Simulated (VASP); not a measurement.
# Hf3H8 (Pm-3m) in VASP: a series of runs

Hf3H8 is run at these levels: PBE; tasks: single point, relaxation of cell and atoms.

Program: VASP 6.6.1. These are calculated values, not measurements. Logs are shortened: lines on timing, memory, paths and dates and some standing lists are left out, and cuts for length are marked.

## Step 1: The cell of the first run

Symmetry: Pm-3m, No. 221, cubic system. The conventional cell has a = 4.654 Å, b = 4.654 Å, c = 4.654 Å, α = 90.00°, β = 90.00°, γ = 90.00°. Hf (site symmetry 4/mmm) has 8 H at 2.03 Å within 2.7 Å. H (site symmetry 3m) has 3 Hf at 2.03 Å and 6 H at 2.28 to 2.37 Å within 2.7 Å.

## Step 2: Single point, PBE

The input, INCAR:

```
SYSTEM = Hf3H8
PREC = Accurate
ENCUT = 520
EDIFF = 1E-6
ISMEAR = 0
SIGMA = 0.1
LREAL = .FALSE.
LASPH = .TRUE.
NELM = 100
ALGO = Normal
ISIF = 2
LWAVE = .FALSE.
LCHARG = .FALSE.
GGA = PE
NBANDS = 30
```

The input, KPOINTS:

```
regular mesh
0
G
  8 8 8
  0 0 0
```

The input, POSCAR:

```
Hf3H8
1.0
    4.6542751464      0.0000000000      0.0000000000
    0.0000000000      4.6542751464      0.0000000000
    0.0000000000      0.0000000000      4.6542751464
Hf H
3 8
Direct
    0.5000000000      0.0000000000      0.0000000000
    0.0000000000      0.5000000000      0.0000000000
    0.0000000000      0.0000000000      0.5000000000
    0.7452131249      0.7452131249      0.7452131249
    0.2547868751      0.2547868751      0.7452131249
    0.2547868751      0.7452131249      0.2547868751
    0.7452131249      0.2547868751      0.2547868751
    0.7452131249      0.7452131249      0.2547868751
    0.2547868751      0.2547868751      0.2547868751
    0.7452131249      0.2547868751      0.7452131249
    0.2547868751      0.7452131249      0.7452131249
```

Potentials or basis: VASP PAW PBE potentials, release 64 (Hf_pv, H).

Started as:

```console
$ cat potpaw_PBE.64/Hf_pv/POTCAR potpaw_PBE.64/H/POTCAR > POTCAR
$ mpirun -np 1 vasp_std > vasp.out
```

OUTCAR:

```text
SYSTEM = Hf3H8
   PREC = Accurate
   ENCUT = 520
   EDIFF = 1E-6
   ISMEAR = 0
   LREAL = .FALSE.
   LASPH = .TRUE.
   NELM = 100
   ISIF = 2
   GGA = PE

 ion  position               nearest neighbor table
   1  0.500  0.000  0.000-   4 2.03   5 2.03   6 2.03   7 2.03   8 2.03   9 2.03  10 2.03  11 2.03
                             2 3.29   3 3.29   3 3.29   2 3.29   2 3.29   3 3.29   3 3.29   2 3.29
   2  0.000  0.500  0.000-   4 2.03   5 2.03   6 2.03   7 2.03   8 2.03   9 2.03  10 2.03  11 2.03
                             1 3.29   3 3.29   3 3.29   1 3.29   3 3.29   3 3.29   1 3.29   1 3.29
   3  0.000  0.000  0.500-   4 2.03   5 2.03   6 2.03   7 2.03   8 2.03   9 2.03  10 2.03  11 2.03
                             1 3.29   2 3.29   1 3.29   2 3.29   2 3.29   2 3.29   1 3.29   1 3.29
   4  0.745  0.745  0.745-   1 2.03   2 2.03   3 2.03
   5  0.255  0.255  0.745-   1 2.03   2 2.03   3 2.03
   6  0.255  0.745  0.255-   1 2.03   2 2.03   3 2.03
   7  0.745  0.255  0.255-   1 2.03   2 2.03   3 2.03
   8  0.745  0.745  0.255-   1 2.03   2 2.03   3 2.03
   9  0.255  0.255  0.255-   1 2.03   2 2.03   3 2.03
  10  0.745  0.255  0.745-   1 2.03   2 2.03   3 2.03
  11  0.255  0.745  0.745-   1 2.03   2 2.03   3 2.03

  LATTYP: Found a simple cubic cell.
 ALAT       =     4.6542751464

  Lattice vectors:

 A1 = (   4.6542751464,   0.0000000000,   0.0000000000)
 A2 = (   0.0000000000,   4.6542751464,   0.0000000000)
 A3 = (   0.0000000000,   0.0000000000,   4.6542751464)

Analysis of symmetry for initial positions (statically):
=====================================================================
 Subroutine PRICEL returns:
 Original cell was already a primitive cell.

 Routine SETGRP: Setting up the symmetry group for a
 simple cubic supercell.

 Subroutine GETGRP returns: Found 48 space group operations
 (whereof 48 operations were pure point group operations)
 out of a pool of 48 trial point group operations.

The static configuration has the point symmetry O_h .

Analysis of symmetry for dynamics (positions and initial velocities):
=====================================================================
 Subroutine PRICEL returns:
 Original cell was already a primitive cell.

 Routine SETGRP: Setting up the symmetry group for a
 simple cubic supercell.

 Subroutine GETGRP returns: Found 48 space group operations
 (whereof 48 operations were pure point group operations)
 out of a pool of 48 trial point group operations.

The dynamic configuration has the point symmetry O_h .

 Subroutine INISYM returns: Found 48 space group operations
 (whereof 48 operations are pure point group operations),
 and found     1 'primitive' translations

----------------------------------------------------------------------------------------

                                     Primitive cell

  volume of cell :     100.8222

  direct lattice vectors                    reciprocal lattice vectors
     4.654275146  0.000000000  0.000000000     0.214856228  0.000000000  0.000000000
     0.000000000  4.654275146  0.000000000     0.000000000  0.214856228  0.000000000
     0.000000000  0.000000000  4.654275146     0.000000000  0.000000000  0.214856228

  length of vectors
     4.654275146  4.654275146  4.654275146     0.214856228  0.214856228  0.214856228

  position of ions in fractional coordinates (direct lattice)
     0.500000000  0.000000000  0.000000000
     0.000000000  0.500000000  0.000000000
     0.000000000  0.000000000  0.500000000
     0.745213125  0.745213125  0.745213125
     0.254786875  0.254786875  0.745213125
     0.254786875  0.745213125  0.254786875
     0.745213125  0.254786875  0.254786875
     0.745213125  0.745213125  0.254786875
     0.254786875  0.254786875  0.254786875
     0.745213125  0.254786875  0.745213125
     0.254786875  0.745213125  0.745213125

  ion indices of the primitive-cell ions
   primitive index   ion index
                 1           1
                 2           2
                 3           3
                 4           4
                 5           5
                 6           6
                 7           7
                 8           8
                 9           9
                10          10
                11          11

----------------------------------------------------------------------------------------

 KPOINTS: regular mesh

Automatic generation of k-mesh.
 Grid dimensions read from file:
 generate k-points for:    8    8    8

 Generating k-lattice:

  Cartesian coordinates                     Fractional coordinates (reciprocal lattice)
     0.026857028  0.000000000  0.000000000     0.125000000  0.000000000  0.000000000
     0.000000000  0.026857028  0.000000000     0.000000000  0.125000000  0.000000000
     0.000000000  0.000000000  0.026857028     0.000000000  0.000000000  0.125000000

  Length of vectors
     0.026857028  0.026857028  0.026857028

  Shift w.r.t. Gamma in fractional coordinates (k-lattice)
     0.000000000  0.000000000  0.000000000

 Subroutine IBZKPT returns following result:
 ===========================================

 Found     35 irreducible k-points:

 Following reciprocal coordinates:
            Coordinates               Weight
  0.000000  0.000000  0.000000      1.000000
  0.125000  0.000000  0.000000      6.000000
  0.250000  0.000000  0.000000      6.000000
  0.375000  0.000000  0.000000      6.000000
  0.500000  0.000000  0.000000      3.000000
  0.125000  0.125000  0.000000     12.000000
[... 16 lines left out ...]
  0.375000  0.375000  0.125000     24.000000
  0.500000  0.375000  0.125000     24.000000
 [... further k-points ...]
   k-points           NKPTS =     35   k-points in BZ     NKDIM =     35   number of bands    NBANDS=     30
   number of dos      NEDOS =    301   number of ions     NIONS =     11
   total plane-waves  NPLWV =  46656
   dimension x,y,z NGX =    36 NGY =   36 NGZ =   36
   dimension x,y,z NGXF=    72 NGYF=   72 NGZF=   72
   ions per type =               3   8
   NGX,Y,Z   is equivalent  to a cutoff of  12.86, 12.86, 12.86 a.u.
   NGXF,Y,Z  is equivalent  to a cutoff of  25.72, 25.72, 25.72 a.u.
 SYSTEM =  Hf3H8
   PREC   = accura    normal or accurate (medium, high low for compatibility)
   ISTART =      0    job   : 0-new  1-cont  2-samecut
   ICHARG =      2    charge: 1-file 2-atom 10-const
   ISPIN  =      1    spin polarized calculation?
   LNONCOLLINEAR =      F non collinear calculations
   LSORBIT =      F    spin-orbit coupling
   LASPH  =      T    aspherical Exc in radial PAW
   ENCUT  =  520.0 eV  38.22 Ry    6.18 a.u.   8.65  8.65  8.65*2*pi/ulx,y,z
   NELM   =    100;   NELMIN=  2; NELMDL= -5     # of ELM steps
   EDIFF  = 0.1E-05   stopping-criterion for ELM
   LREAL  =      F    real-space projection
   EDIFFG = 0.1E-04   stopping-criterion for IOM
   NSW    =      0    number of steps for IOM
   IBRION =     -1    ionic relax: 0-MD 1-quasi-New 2-CG
   NFREE  =      0    steps in history (QN), initial steepest desc. (CG)
   ISIF   =      2    stress and relaxation
   ISYM   =      2    0-nonsym 1-usesym 2-fastsym
   POTIM  = 0.5000    time-step for ionic-motion
   TEBEG  =    0.0;   TEEND  =   0.0 temperature during run
   PSTRESS=    0.0 pullay stress
   NELECT =      38.0000    total number of electrons
   NUPDOWN=      -1.0000    fix difference up-down
   EMIN   =  10.00;   EMAX   =-10.00  energy-range for DOS
   EFERMI =   0.00;   METHOD = LEGACY
   ISMEAR =     0;   SIGMA  =   0.10  broadening in eV -4-tet -1-fermi 0-gaus
   EFERMI_NEDOS =   21; number of points for ismear=-14 and -15
   IALGO  =     38    algorithm
   IMIX   =      4    mixing-type and parameters
     AMIX     =   0.40;   BMIX     =  1.00
     AMIX_MAG =   1.60;   BMIX_MAG =  1.00
  volume/ion in A,a.u.               =       9.17        61.85
  Fermi-wavevector in a.u.,A,eV,Ry     =   1.182544  2.234684 19.026527  1.398410
  Thomas-Fermi vector in A             =   2.318796
   LORBIT       =      0    0 simple, 1 ext, 2 COOP (PROOUT), +10 PAW based schemes
   GGA     = PE    functional components
   LHFCALC =     F    Hartree Fock is set to
   AEXX    =    0.0000 exact exchange contribution
   IVDW    =     0    specifies the selected vdW correction
   LEPSILON=     F    determine dielectric tensor
   LRPA    =     F    only Hartree local field effects (RPA)
 non-spin polarized calculation
 Gauss-broadening in eV      SIGMA  =   0.10
  energy-cutoff  :      520.00
  volume of cell :      100.82
 maximum number of plane-waves:      2800
 NGX is ok and might be reduce to    36
   NGX = 17   NGY = 17   NGZ = 17

 number of electron      38.0000005 magnetization

 Free energy of the ion-electron system (eV)
  ---------------------------------------------------
  ext. energy  EPLUGINS =         0.00000000
  ---------------------------------------------------
  free energy    TOTEN  =       -60.79213484 eV

  energy without entropy =      -60.77359268  energy(sigma->0) =      -60.78286376

 E-fermi :   3.0979     XC(G=0): -10.3712

 val. band max:        3.0954739381   @ k =   0.3750   0.0000   0.0000
 cond. band min:       3.1147415292   @ k =   0.3750   0.1250   0.0000
 fundamental gap:      0.0192675910
 Fermi energy:         3.0978913667

 k-point     1 :       0.0000    0.0000    0.0000
  band No.  band energies     occupation
      1     -27.9756      2.00000
      2     -27.9756      2.00000
      3     -27.9756      2.00000
      4     -27.6663      2.00000
      5     -27.6663      2.00000
      6     -27.6663      2.00000
[... 22 lines left out ...]
     29       8.5521      0.00000
     30      10.9070      0.00000
[... 728 lines left out ...]
  band No.  band energies     occupation
      1     -27.9875      2.00000
      2     -27.8867      2.00000
      3     -27.7874      2.00000
      4     -27.7867      2.00000
      5     -27.7396      2.00000
      6     -27.6487      2.00000
[... 22 lines left out ...]
     29       8.9588      0.00000
     30       9.1167      0.00000

 [... further k-points ...]

------------------------ aborting loop because EDIFF is reached ----------------------------------------

  FORCE on cell =-STRESS in cart. coord.  units (eV):
  Direction    XX          YY          ZZ          XY          YZ          ZX
  --------------------------------------------------------------------------------------
  -------------------------------------------------------------------------------------
  Total       -0.4281005     -0.4281005     -0.4281005      0.0000000      0.0000000     -0.0000000
  in kB       -6.8029953     -6.8029953     -6.8029953      0.0000000      0.0000000     -0.0000000
  external PRESSURE =      -6.8029953 kB  Pullay stress =       0.0000000 kB

 VOLUME and BASIS-vectors are now :
 -----------------------------------------------------------------------------
  energy-cutoff  :      520.00
  volume of cell :      100.82
      direct lattice vectors                 reciprocal lattice vectors
     4.654275146  0.000000000  0.000000000     0.214856228  0.000000000  0.000000000
     0.000000000  4.654275146  0.000000000     0.000000000  0.214856228  0.000000000
     0.000000000  0.000000000  4.654275146     0.000000000  0.000000000  0.214856228

 POSITION                                       TOTAL-FORCE (eV/Angst)
 -----------------------------------------------------------------------------------
      2.32714      0.00000      0.00000         0.000000     -0.000000      0.000000
      0.00000      2.32714      0.00000         0.000000     -0.000000      0.000000
      0.00000      0.00000      2.32714         0.000000     -0.000000      0.000000
      3.46843      3.46843      3.46843         0.007218      0.007218      0.007218
      1.18585      1.18585      3.46843        -0.007218     -0.007218      0.007218
      1.18585      3.46843      1.18585        -0.007218      0.007218     -0.007218
      3.46843      1.18585      1.18585         0.007218     -0.007218     -0.007218
      3.46843      3.46843      1.18585         0.007218      0.007218     -0.007218
      1.18585      1.18585      1.18585        -0.007218     -0.007218     -0.007218
      3.46843      1.18585      3.46843         0.007218     -0.007218      0.007218
      1.18585      3.46843      3.46843        -0.007218      0.007218      0.007218
 -----------------------------------------------------------------------------------
    total drift:                               -0.000000      0.000000     -0.000000

  FREE ENERGIE OF THE ION-ELECTRON SYSTEM (eV)
  ---------------------------------------------------
  free  energy   TOTEN  =       -60.7921348446 eV

  energy  without entropy=      -60.7735926817  energy(sigma->0) =      -60.78286376
```

Run time: 94 s. Hardware: 1 thread of Intel Xeon Platinum 8259CL at 2.50GHz (Skylake/Cascade Lake), shared host; peak memory 0.25 GiB.

What came out:

```yaml
Free_energy: -60.7921 eV
Pressure: -0.7 GPa
Largest_force: 0.013 eV/Å
Band_gap_on_the_k_mesh: zero (band 19 reaches 3.65 eV, above the bottom of band 20 at 1.94 eV)
```

Forces on the atoms (eV/Å):
```
Hf   0.000  0.000  0.000
Hf   0.000  0.000  0.000
Hf   0.000  0.000  0.000
H    0.007  0.007  0.007
H   -0.007 -0.007  0.007
H   -0.007  0.007 -0.007
H    0.007 -0.007 -0.007
H    0.007  0.007 -0.007
H   -0.007 -0.007 -0.007
H    0.007 -0.007  0.007
H   -0.007  0.007  0.007
```

Levels at points of the mesh, in eV from the Fermi level:
```csv
k point,band 15,band 16,band 17,band 18,band 19,band 20,band 21,band 22,band 23,band 24
"(0.00, 0.00, 0.00)",-3.93,-3.93,-3.01,-1.84,-1.84,0.41,1.75,1.75,1.75,4.15
"(0.50, 0.00, 0.00)",-4.21,-4.21,-2.75,-1.85,-0.10,0.52,1.16,1.82,2.11,2.11
"(0.50, 0.50, 0.00)",-4.69,-3.67,-3.67,-0.28,-0.28,0.56,2.00,2.00,2.02,2.46
"(0.50, 0.50, 0.50)",-3.82,-3.82,-3.82,0.55,0.55,0.55,1.88,1.88,1.88,2.85
```

Caveat: spin-orbit coupling is left out, which moves the levels of the heavy elements.

(Part 1 of 3 ends here.)
